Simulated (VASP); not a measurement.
Write the native input for VASP 6.6.1 that does the following.

| Quantity | Value |
| --- | --- |
| Task | single point |
| Functional | LDA |
| Potentials or basis | VASP PAW LDA potentials, release 64 (Ga_d, N) |
| Cutoff | 520 eV |
| k mesh | 2 × 2 × 2, shifted |
| Occupations | gaussian, width 0.01 eV |
| Spin | no spin polarisation |
| Dipole correction | no |
| Further INCAR settings | LREAL = Auto; ALGO = Normal; EDIFF = 1e-07; NBANDS = 186 |

The structure of GaN lies in POSCAR:

```
GaN
1.0
    4.7276984455     -2.7295379702      5.1384823971
    0.0000000000      5.4590759403      5.1384823971
   -4.7276984455     -2.7295379702      5.1384823971
Ga N
18 18
Direct
    0.6108769885      0.2775436552      0.6108769885
    0.2775436552      0.6108769885      0.6108769885
    0.9442103219      0.2775436552      0.2775436552
    0.2775436552      0.2775436552      0.9442103219
    0.6108769885      0.6108769885      0.2775436552
    0.9442103219      0.9442103219      0.6108769885
    0.2775436552      0.9442103219      0.2775436552
    0.9442103219      0.6108769885      0.9442103219
    0.6108769885      0.9442103219      0.9442103219
    0.5553214330      0.5553214330      0.8886547663
    0.2219880996      0.8886547663      0.8886547663
    0.8886547663      0.5553214330      0.5553214330
    0.2219880996      0.5553214330      0.2219880996
    0.5553214330      0.8886547663      0.5553214330
    0.8886547663      0.2219880996      0.8886547663
    0.2219880996      0.2219880996      0.5553214330
    0.8886547663      0.8886547663      0.2219880996
    0.5553214330      0.2219880996      0.2219880996
    0.7363452337      0.4030119004      0.7363452337
    0.4030119004      0.7363452337      0.7363452337
    0.0696785670      0.4030119004      0.4030119004
    0.4030119004      0.4030119004      0.0696785670
    0.7363452337      0.7363452337      0.4030119004
    0.0696785670      0.0696785670      0.7363452337
    0.4030119004      0.0696785670      0.4030119004
    0.0696785670      0.7363452337      0.0696785670
    0.7363452337      0.0696785670      0.0696785670
    0.3474563448      0.3474563448      0.6807896781
    0.0141230115      0.6807896781      0.6807896781
    0.6807896781      0.3474563448      0.3474563448
    0.0141230115      0.3474563448      0.0141230115
    0.3474563448      0.6807896781      0.3474563448
    0.6807896781      0.0141230115      0.6807896781
    0.0141230115      0.0141230115      0.3474563448
    0.6807896781      0.6807896781      0.0141230115
    0.3474563448      0.0141230115      0.0141230115
```

The input as run:

INCAR

```
ALGO = Normal
EDIFF = 1E-7
ENCUT = 520
GGA = CA
ISIF = 2
ISMEAR = 0
LASPH = T
LCHARG = F
LREAL = Auto
LUSENCCL = F
LWAVE = F
NBANDS = 186
NELM = 80
PREC = Accurate
SIGMA = 0.01
```

KPOINTS

```
Automatic mesh
0
Gamma
  2 2 2
  0.5 0.5 0.5
```

Potentials or basis: VASP PAW LDA potentials, release 64 (Ga_d, N).

Run with:

```console
$ cat potpaw_LDA.64/Ga_d/POTCAR potpaw_LDA.64/N/POTCAR > POTCAR
$ mpirun -np 1 vasp_std > vasp.out
```

It gave:

| Quantity | Value |
| --- | --- |
| Pressure | 1.1 GPa |
| Largest force | 0.004 eV/Å |
| Band gap on the k mesh | 3.46 eV |

Wall time 80 s on 1 × NVIDIA H100 80GB with 1 thread of Intel(R) Xeon(R) Platinum 8481C CPU @ 2.70GHz (Sapphire Rapids) (shared host), peak memory 1.4 GiB.
